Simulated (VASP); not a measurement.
Here is a VASP 6.6.1 calculation.

Contents of INCAR:

```
PREC     = Accurate       # precision mode
ENCUT    = 520            # plane-wave cutoff, eV
EDIFF    = 1E-6           # SCF threshold, eV
ISMEAR   = 0              # smearing method
SIGMA    = 0.15           # smearing width, eV
LREAL    = F              # projectors in reciprocal space
LASPH    = T              # aspherical terms in the spheres
NELM     = 80             # most SCF steps
ALGO     = Fast           # electronic algorithm
ISIF     = 2              # what is computed and relaxed
LWAVE    = F              # write WAVECAR
LCHARG   = F              # write CHGCAR
GGA      = PS             # functional
NBANDS   = 11             # bands
```

KPOINTS

```
Automatic mesh
0
Gamma
  26 26 26
```

POSCAR

```
Pt
1.0
    0.0000000000      1.9100545869      1.8610788282
    1.9100545869      0.0000000000      1.8610788282
    1.9100545869      1.9100545869      0.0000000000
Pt
1
Direct
    0.0000000000      0.0000000000      0.0000000000
```

Potentials or basis: VASP PAW PBE potentials, release 64 (Pt).

Launch:

```sh
$ cat potpaw_PBE.64/Pt/POTCAR > POTCAR
$ mpirun -np 1 vasp_std > vasp.out
```

Problem. Predict the pressure.

Solution. 38.4 GPa.

Problem. Predict the band gap on the k mesh.

Solution. Zero (bands 5 and 6 overlap by 2.82 eV).

Stress tensor (GPa, compression positive):
```
37.17  0.00  0.00
 0.00 37.17  0.00
 0.00  0.00 40.84
```

Caveat: the cell differs from its parent crystal (strain -0.025 along x and y, -0.050 along z); the cell stands under pressure; the PAW data sets were made with another functional, which shifts forces and pressure a little; spin-orbit coupling is left out, which moves the levels of the heavy elements.
